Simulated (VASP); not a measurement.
Runs of VASP 6.6.1 on W. The structure is that of space group Fm-3m (No. 225), or close to it. The cells are those of the table. 

| cell | gap on the mesh (eV) | pressure (GPa) |
| --- | --- | --- |
| a = 2.814, b = 2.814, c = 2.871 Å, angles 59.3, 59.3, 61.3°, 1 atom | none | (b) |
| a = 2.828, b = 2.828, c = 2.871 Å, angles 59.5, 59.5, 61.0°, 1 atom | none | 0.8 |
| a = 2.885, b = 2.885, c = 2.871 Å, angles 60.2, 60.2, 59.7°, 1 atom | none | -10.5 |
| a = 2.842, b = 2.842, c = 2.871 Å, angles 59.7, 59.7, 60.7°, 1 atom | none | -2.2 |
| a = 2.857, b = 2.857, c = 2.871 Å, angles 59.8, 59.8, 60.3°, 1 atom | none | (a) |

Alike in all rows: task single point; level r2SCAN; potentials or basis VASP PAW PBE potentials, release 64 (W_sv); no spin polarisation; k mesh 20 × 20 × 20; cutoff (eV) 520; smearing gaussian 0.15 eV.

Task: Fill in the values left out.

Result: (a) -5.1; (b) 4.0.

Caveats: the PAW data sets were made with another functional, which shifts forces and pressure a little; spin-orbit coupling is left out, which moves the levels of the heavy elements.

A k mesh can miss the band edges, and the runs leave out spin-orbit coupling on W.

A gap of «none» marks levels without a gap at the run's occupations.
